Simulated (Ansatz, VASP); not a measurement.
**One calculation of SiC, two programs**

```
Si C
1.0
     1.53890   -2.66750    0.00000
     1.53890    2.66750    0.00000
     0.00000    0.00000   15.12190
Si C
6 6
Direct
  0.16666 0.83334 0.85772
  0.83334 0.16666 0.35772
  0.50011 0.49989 0.52451
  0.49989 0.50011 0.02451
  0.83344 0.16656 0.69122
  0.16656 0.83344 0.19122
  0.50018 0.49982 0.64981
  0.49982 0.50018 0.14981
  0.16662 0.83338 0.98268
  0.83338 0.16662 0.48268
  0.83340 0.16660 0.81619
  0.16660 0.83340 0.31619
```

Alike in both runs: functional PBE; k mesh 10 × 10 × 2; occupations gaussian, width 0.02 eV; no spin polarisation.

Ansatz relaxed the structure, and its values are those at the end. VASP's run is a single point on that final structure, the one shown.

|  | VASP | Ansatz |
| --- | --- | --- |
| version | VASP 6.6.1 | Ansatz 0.2.0 |
| potentials or method | VASP PAW PBE potentials, release 64 (Si, C), cutoff 520 eV | scalar-relativistic, plane waves, PAW |
| valence electrons in the cell | 48 | 48 |

|  | VASP | Ansatz | Ansatz less VASP |
| --- | --- | --- | --- |
| gap on the k mesh at the Fermi level (eV) | 2.02 | 2.02 | +0.002 |
| least direct gap on the mesh (eV) | 3.12 | 3.12 | +0.003 |
| pressure (GPa) | 3.2 | 3.2 | +0.06 |

The functional is the same, so the differences come from potentials, cutoffs and numerics. Ansatz's warnings: stress scf threshold loose.
